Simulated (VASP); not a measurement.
Input of a VASP 6.6.1 run:

Contents of INCAR:

```
SYSTEM = Ru
  PREC = Accurate
  ENCUT = 520
  EDIFF = 1E-7
  ISMEAR = 0
  SIGMA = 0.1
  LREAL = .False.
  LASPH = .True.
  NELM = 100
  ALGO = Fast
  ISIF = 2
  LWAVE = .False.
  LCHARG = .False.
  GGA = PS
  NBANDS = 13
```

File KPOINTS:

```
Automatic mesh
0
Gamma
  18 18 18
  0 0 0
```

File POSCAR:

```
Ru
1.0
    0.0000000000      1.9384396000      1.9384396000
    1.9384396000      0.0000000000      1.9384396000
    1.9384396000      1.9384396000      0.0000000000
Ru
1
Direct
    0.0000000000      0.0000000000      0.0000000000
```

Potentials or basis: VASP PAW PBE potentials, release 64 (Ru_pv).

Command:

```sh
$ cat potpaw_PBE.64/Ru_pv/POTCAR > POTCAR
$ mpirun -np 1 vasp_std > vasp.out
```

(1) What does it give for the pressure?

(2) Estimate the band gap on the k mesh.

Answers

(1) -23.8 GPa.

(2) zero (bands 7 and 8 overlap by 3.08 eV).

Caveat: the cell differs from its parent crystal (strained); the cell stands under tension; the PAW data sets were made with another functional, which shifts forces and pressure a little.
